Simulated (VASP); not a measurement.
Input of a VASP 6.6.1 run:

File INCAR:

```
SYSTEM = CdF2
ALGO = Normal ; EDIFF = 1E-6
ENCUT = 600 ; GGA = PE
GGA_COMPAT = .FALSE. ; ISIF = 2
ISMEAR = 0 ; LASPH = .TRUE.
LCHARG = .FALSE. ; LDAU = .TRUE.
LDAUJ = 0.81 0 ; LDAUL = 2 -1
LDAUPRINT = 1 ; LDAUTYPE = 1
LDAUU = 3.9 0 ; LREAL = .FALSE.
LWAVE = .FALSE. ; NBANDS = 20
NELM = 200 ; PREC = Accurate
SIGMA = 0.1
```

Contents of KPOINTS:

```
k-points
0
G
  6 6 6
  0 0 0
```

Contents of POSCAR:

```
CdF2
1.0
    0.0000000000      2.6940000000      2.6940000000
    2.6940000000      0.0000000000      2.6940000000
    2.6940000000      2.6940000000      0.0000000000
Cd F
1 2
Direct
    0.0000000000      0.0000000000      0.0000000000
    0.2500000000      0.2500000000      0.2500000000
    0.7500000000      0.7500000000      0.7500000000
```

Potentials or basis: VASP PAW PBE potentials, release 64 (Cd, F).

Run with:

```bash
$ cat potpaw_PBE.64/Cd/POTCAR potpaw_PBE.64/F/POTCAR > POTCAR
$ mpirun -np 1 vasp_std > vasp.out
```

Question: What does it give for the band gap on the k mesh?

Answer: 3.28 eV (least direct gap 4.02 eV).

Question: Predict the pressure.

Answer: 4.1 GPa.

Eigenvalues of the final occupation matrices:
| site | spin | trace | eigenvalues |
| --- | --- | --- | --- |
| site 1 d | 1 | 4.93 | 0.98 0.98 0.99 0.99 0.99 |
| site 1 d | 2 | 4.93 | 0.98 0.98 0.99 0.99 0.99 |

Caveat: the cell stands under pressure. A k mesh can miss the band edges.
